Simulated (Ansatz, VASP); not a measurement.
**KF: VASP beside Ansatz**

File POSCAR:

```
KF
1.0
    0.0000000000      2.9057488147      2.9057488147
    2.9057488147      0.0000000000      2.9057488147
    2.9057488147      2.9057488147      0.0000000000
K F
1 1
Direct
    0.0000000000      0.0000000000      0.0000000000
    0.2500000000      0.2500000000      0.2500000000
```

INCAR.step1

```
PREC = Accurate ; ENCUT = 520
ISMEAR = 0 ; SIGMA = 0.01
LREAL = F ; LASPH = T
NELM = 80 ; NBANDS = 15
GGA = PE ; ALGO = Normal
EDIFF = 1E-4 ; LWAVE = T
LCHARG = F
```

INCAR.step2

```
PREC = Accurate ; ENCUT = 520
EDIFF = 1E-6 ; ISMEAR = 0
SIGMA = 0.01 ; LREAL = F
LASPH = T ; NELM = 80
ALGO = Normal ; ISIF = 2
LWAVE = F ; LCHARG = F
METAGGA = R2SCAN ; LMIXTAU = T
NBANDS = 15 ; ISTART = 1
```

KPOINTS

```
regular mesh
0
Gamma
  6 6 6
```

Input for Ansatz:

```yaml
crystal:
  lattice:
    - [0.0, 2.9057488147, 2.9057488147]
    - [2.9057488147, 0.0, 2.9057488147]
    - [2.9057488147, 2.9057488147, 0.0]
  atoms:
    - { symbol: K, position: [0.0, 0.0, 0.0] }
    - { symbol: F, position: [0.25, 0.25, 0.25] }
kpoints:
  mp_grid: { grid: [6, 6, 6] }
hamiltonian:
  xc: r2scan
scf:
  occupations: { method: fixed }
  n_extra_bands: 4
output:
  forces: true
  stress: true
  eigenvalues: true
```

Alike in both runs: task single point; functional r2SCAN; k mesh 6 × 6 × 6; no spin polarisation.

|  | VASP | Ansatz |
| --- | --- | --- |
| version | VASP 6.6.1 | Ansatz 0.2.0 |
| potentials or method | VASP PAW PBE potentials, release 64 (K_sv, F) | plane waves, PAW |
| plane-wave cutoff (eV) | 520 | 500 |
| occupations | gaussian, width 0.01 eV | fixed |
| valence electrons in the cell | 16 | 16 |

|  | VASP | Ansatz | Ansatz less VASP |
| --- | --- | --- | --- |
| gap on the k mesh at the Fermi level (eV) | 5.82 | 5.82 | +0.005 |
| pressure (GPa) | 0.8 | 0.8 | -0.01 |

VASP's potentials were made for PBE, not for r2SCAN.
